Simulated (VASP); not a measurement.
# HfGe (P-6m2) in VASP: notebook, part 2 of 2

VASP 6.6.1. Earlier steps stand in the parts before.

## Step 3: Single point, PBE+U

The input, INCAR:

```
SYSTEM = HfGe
PREC     = Accurate       ! precision mode
ENCUT    = 520            ! plane-wave cutoff, eV
EDIFF    = 1E-7           ! SCF threshold, eV
ISMEAR   = 1              ! smearing method
SIGMA    = 0.1            ! smearing width, eV
LREAL    = .False.        ! projectors in reciprocal space
LASPH    = .True.         ! aspherical terms in the spheres
NELM     = 150            ! most SCF steps
ALGO     = Normal         ! electronic algorithm
ISIF     = 2              ! what is computed and relaxed
LWAVE    = .False.        ! write WAVECAR
LCHARG   = .False.        ! write CHGCAR
LMAXMIX  = 4              ! l up to which the mixer works
LDAU     = .True.         ! DFT+U
LDAUTYPE = 2            
LDAUL    = 2 -1           ! shell
LDAUU    = 3.5 0          ! U, eV
LDAUJ    = 0 0          
LDAUPRINT= 1            
GGA      = PE             ! functional
NBANDS   = 19             ! bands
```

The input, KPOINTS:

```
regular mesh
0
Gamma
  7 7 6
  0 0 0
```

The input, POSCAR:

```
HfGe
1.0
    3.9335093900      0.0000000000      0.0000000000
   -1.9667546900      3.4065190500      0.0000000000
    0.0000000000      0.0000000000      3.5096193900
Hf Ge
1 1
Direct
    0.0000000000      0.0000000000      0.5000000000
    0.3333333300      0.6666666700      0.5000000000
```

Potentials or basis: VASP PAW PBE potentials, release 64 (Hf_pv, Ge_d).

Run with:

```sh
> cat potpaw_PBE.64/Hf_pv/POTCAR potpaw_PBE.64/Ge_d/POTCAR > POTCAR
> mpirun -np 1 vasp_std > vasp.out
```

OUTCAR:

```text
SYSTEM = HfGe
   PREC = Accurate
   ENCUT = 520
   EDIFF = 1E-7
   ISMEAR = 1
   LREAL = .False.
   LASPH = .True.
   NELM = 150
   ISIF = 2
   GGA = PE

 ion  position               nearest neighbor table
   1  0.000  0.000  0.500-   2 2.27   2 2.27   2 2.27
   2  0.333  0.667  0.500-   1 2.27   1 2.27   1 2.27

  LATTYP: Found a hexagonal cell.
 ALAT       =     3.9335093900
 C/A-ratio  =     0.8922361795

  Lattice vectors:

 A1 = (   3.9335093900,   0.0000000000,   0.0000000000)
 A2 = (  -1.9667546900,   3.4065190500,   0.0000000000)
 A3 = (   0.0000000000,   0.0000000000,   3.5096193900)
[... 751 lines left out ...]

  FORCE on cell =-STRESS in cart. coord.  units (eV):
  Direction    XX          YY          ZZ          XY          YZ          ZX
  --------------------------------------------------------------------------------------
  -------------------------------------------------------------------------------------
  Total       20.1754780     20.1754779     -2.0243677      0.0000000     -0.0000000      0.0000000
  in kB      687.3586176    687.3586145    -68.9682090      0.0000010     -0.0000000      0.0000000
  external PRESSURE =     435.2496743 kB  Pullay stress =       0.0000000 kB

 VOLUME and BASIS-vectors are now :
 -----------------------------------------------------------------------------
  energy-cutoff  :      520.00
  volume of cell :       47.03
      direct lattice vectors                 reciprocal lattice vectors
     3.933509390  0.000000000  0.000000000     0.254225909  0.146777397  0.000000000
    -1.966754690  3.406519050  0.000000000     0.000000000  0.293554795  0.000000000
     0.000000000  0.000000000  3.509619390     0.000000000  0.000000000  0.284931182

 POSITION                                       TOTAL-FORCE (eV/Angst)
 -----------------------------------------------------------------------------------
      0.00000      0.00000      1.75481         0.000000      0.000000      0.000000
     -0.00000      2.27101      1.75481        -0.000000     -0.000000      0.000000
 -----------------------------------------------------------------------------------
    total drift:                                0.000013     -0.000007     -0.000000

  FREE ENERGIE OF THE ION-ELECTRON SYSTEM (eV)
  ---------------------------------------------------
  free  energy   TOTEN  =        -7.9231092308 eV

  energy  without entropy=       -7.9230380510  energy(sigma->0) =       -7.92308550
```

OSZICAR:

```text
N       E                     dE             d eps       ncg     rms          rms(c)
DAV:   1     0.169681924493E+03    0.16968E+03   -0.12819E+04  1345   0.265E+03
DAV:   2     0.100870713987E+02   -0.15959E+03   -0.15513E+03  1284   0.552E+02
DAV:   3    -0.864395000187E+01   -0.18731E+02   -0.18529E+02  1398   0.113E+02
DAV:   4    -0.926688120064E+01   -0.62293E+00   -0.62214E+00  1462   0.227E+01
DAV:   5    -0.927653702806E+01   -0.96558E-02   -0.96554E-02  1416   0.323E+00    0.639E+01
DAV:   6    -0.798149610512E+01    0.12950E+01   -0.33357E+00  1974   0.210E+01    0.376E+01
DAV:   7    -0.795524438247E+01    0.26252E-01   -0.13149E+00  1398   0.708E+00    0.380E+00
DAV:   8    -0.792263152872E+01    0.32613E-01   -0.21622E-01  1803   0.389E+00    0.206E+00
DAV:   9    -0.792319605669E+01   -0.56453E-03   -0.10806E-02  1410   0.119E+00    0.986E-01
DAV:  10    -0.792308076760E+01    0.11529E-03   -0.64666E-04  1631   0.373E-01    0.264E-01
DAV:  11    -0.792312223293E+01   -0.41465E-04   -0.25038E-04  1860   0.129E-01    0.870E-02
DAV:  12    -0.792310884278E+01    0.13390E-04   -0.42540E-05  1395   0.463E-02    0.134E-02
DAV:  13    -0.792310904984E+01   -0.20706E-06   -0.39428E-06  1655   0.117E-02    0.132E-02
DAV:  14    -0.792310923473E+01   -0.18489E-06   -0.12622E-07   915   0.345E-03    0.181E-03
DAV:  15    -0.792310923079E+01    0.39418E-08   -0.20156E-08   674   0.170E-03
   1 F= -.79231092E+01 E0= -.79230855E+01  d E =-.711798E-04
```

Wall time 16 s (1 thread of Intel Xeon 6975P-C (Granite Rapids), shared host); peak memory 0.18 GiB.

Results:

```
Free energy            : -7.9231 eV
Pressure               : 43.5 GPa
Band gap on the k mesh : zero (bands 12 and 13 overlap by 0.48 eV)
```

Stress tensor (GPa, compression positive):
```
68.74  0.00  0.00
 0.00 68.74  0.00
 0.00  0.00 -6.90
```

Eigenvalues of the final occupation matrices:
| site | spin | trace | eigenvalues |
| --- | --- | --- | --- |
| site 1 d | 1 | 0.88 | 0.08 0.08 0.20 0.27 0.27 |
| site 1 d | 2 | 0.88 | 0.08 0.08 0.20 0.27 0.27 |

Caveat: the cell stands under pressure; spin-orbit coupling is left out, which moves the levels of the heavy elements; U without spin polarisation on a metal has little footing; the U is typed as a test and isn't derived for this compound.

## Step 4: Single point, PBE, non-collinear spin, zero start, spin-orbit coupling

The input, INCAR:

```
ALGO = Normal ; EDIFF = 1E-6
ENCUT = 520 ; GGA = PE
GGA_COMPAT = F ; ISIF = 2
ISMEAR = 0 ; LASPH = T
LCHARG = F ; LMAXMIX = 4
LORBIT = 11 ; LORBMOM = T
LREAL = F ; LSORBIT = T
LWAVE = F ; MAGMOM = 0 0 0 0 0 0
NBANDS = 36 ; NELM = 150
PREC = Accurate ; SIGMA = 0.05
```

The input, KPOINTS:

```
k-points
0
Gamma
  7 7 6
```

POSCAR is that of step 3.

Potentials or basis: VASP PAW PBE potentials, release 64 (Hf_pv, Ge_d).

Run with:

```sh
> cat potpaw_PBE.64/Hf_pv/POTCAR potpaw_PBE.64/Ge_d/POTCAR > POTCAR
> mpirun -np 1 vasp_ncl > vasp.out
```

OUTCAR:

```text
EDIFF = 1E-6
   ENCUT = 520
   GGA = PE
   ISIF = 2
   ISMEAR = 0
   LASPH = T
   LORBIT = 11
   LREAL = F
   LSORBIT = T
   NELM = 150
   PREC = Accurate

 ion  position               nearest neighbor table
   1  0.000  0.000  0.500-   2 2.27   2 2.27   2 2.27
   2  0.333  0.667  0.500-   1 2.27   1 2.27   1 2.27

  LATTYP: Found a hexagonal cell.
 ALAT       =     3.9335093900
 C/A-ratio  =     0.8922361795

  Lattice vectors:

 A1 = (   3.9335093900,   0.0000000000,   0.0000000000)
[... 1232 lines left out ...]
    -0.0002081    -0.0001916    -0.0005962     0.0000000    -0.0002081
    -0.0008868    -0.0002081     0.0000000    -0.0002081     0.0000000
 l=   3
     0.0000000     0.0000000     0.0000000     0.0000000     0.0000000     0.0000000     0.0000000
     0.0000000     0.0000000     0.0000000     0.0000000     0.0000000     0.0000000     0.0000000
     0.0000000     0.0000000     0.0000000     0.0000000     0.0000000     0.0000000     0.0000000
     0.0000000     0.0000000     0.0000000     0.0000000     0.0000000     0.0000000     0.0000000
     0.0000000     0.0000000     0.0000000     0.0000000     0.0000000     0.0000000     0.0000000
     0.0000000     0.0000000     0.0000000     0.0000000     0.0000000     0.0000000     0.0000000
     0.0000000     0.0000000     0.0000000     0.0000000     0.0000000     0.0000000     0.0000000

 total charge

# of ion       s       p       d       tot
------------------------------------------
    1        0.420   6.540   1.912   8.872
    2        1.277   1.590  10.013  12.881
--------------------------------------------------
tot          1.697   8.130  11.926  21.753

 magnetization (x)

# of ion       s       p       d       tot
------------------------------------------
    1        0.000   0.000  -0.000  -0.000
    2        0.000  -0.000   0.000  -0.000
--------------------------------------------------
tot          0.000  -0.000  -0.000  -0.000

 magnetization (y)

# of ion       s       p       d       tot
------------------------------------------
    1        0.000   0.000  -0.000  -0.000
    2        0.000   0.000   0.000   0.000
--------------------------------------------------
tot          0.000   0.000  -0.000  -0.000

 magnetization (z)

# of ion       s       p       d       tot
------------------------------------------
    1        0.000  -0.000   0.000  -0.000
    2        0.000   0.000   0.000   0.000
--------------------------------------------------
tot          0.000   0.000   0.000   0.000
```

stdout:

```text
POSCAR found type information on POSCAR HfGe
 POSCAR found :  2 types and       2 ions
 scaLAPACK will be used
 LDA part: xc-table for (Slater+PW92), standard interpolation
 POSCAR, INCAR and KPOINTS ok, starting setup
 FFT: planning ... GRIDC
 FFT: planning ... GRID_SOFT
 FFT: planning ... GRID
 WAVECAR not read
 entering main loop
```

Wall time 92 s (1 thread of Intel Xeon 6975P-C (Granite Rapids), shared host); peak memory 0.34 GiB.

Results:

```yaml
Free_energy: -11.1647 eV
Pressure: 37.1 GPa
Net_moment: 0.00 μB per cell
Valence_electrons_inside_the_program's_atomic_spheres: Hf 8.87; Ge 12.88
```

Stress tensor (GPa, compression positive):
```
60.34  0.00  0.00
 0.00 60.34  0.00
 0.00  0.00 -9.45
```

Moments on the atoms (μB; x, y, z):
```
Hf  0.00 0.00 0.00
Ge  0.00 0.00 0.00
```

Caveat: the cell stands under pressure.
